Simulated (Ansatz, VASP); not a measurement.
**H4Os in VASP and in Ansatz**

```
H Os
1.0
     2.13421   -2.96466    0.00000
     2.13421    2.96466    0.00000
     0.00000    0.00000    2.57436
H Os
4 1
Cartesian
  2.1342 -1.2046 0.0000
  2.1342 1.2046 0.0000
  3.0526 0.0000 1.2872
  1.2158 0.0000 1.2872
  0.0000 0.0000 0.0000
```

Change from the starting cell: ordered vacancies on the cation sites of rutile (Cmmm, No. 65).

Alike in both runs: functional PBE; k mesh 4 × 4 × 4; occupations gaussian, width 0.1 eV; no spin polarisation.

Ansatz relaxed the structure, and its values are those at the end. VASP's run is a single point on that final structure, the one shown.

|  | VASP | Ansatz |
| --- | --- | --- |
| version | VASP 6.6.1 | Ansatz 0.2.0 |
| potentials or method | VASP PAW PBE potentials, release 64 (H, Os), cutoff 520 eV | scalar-relativistic, plane waves, PAW |
| valence electrons in the cell | 12 | 20 |

```tsv
	VASP	Ansatz	Ansatz less VASP
gap on the k mesh at the Fermi level (eV)	none	none	-
pressure (GPa)	0.2	0.0	-0.27
rms of the force components (eV/Å)	0.019	0.001	-0.0179
```

A gap of «none» marks a metal or a gap that the smearing closes. VASP's potentials hold 12 valence electrons a cell and Ansatz's 20, so a difference there can come from the potentials and not from the codes.

The k mesh is coarse, so the values compare programs but aren't converged. Neither program's run includes spin-orbit coupling.
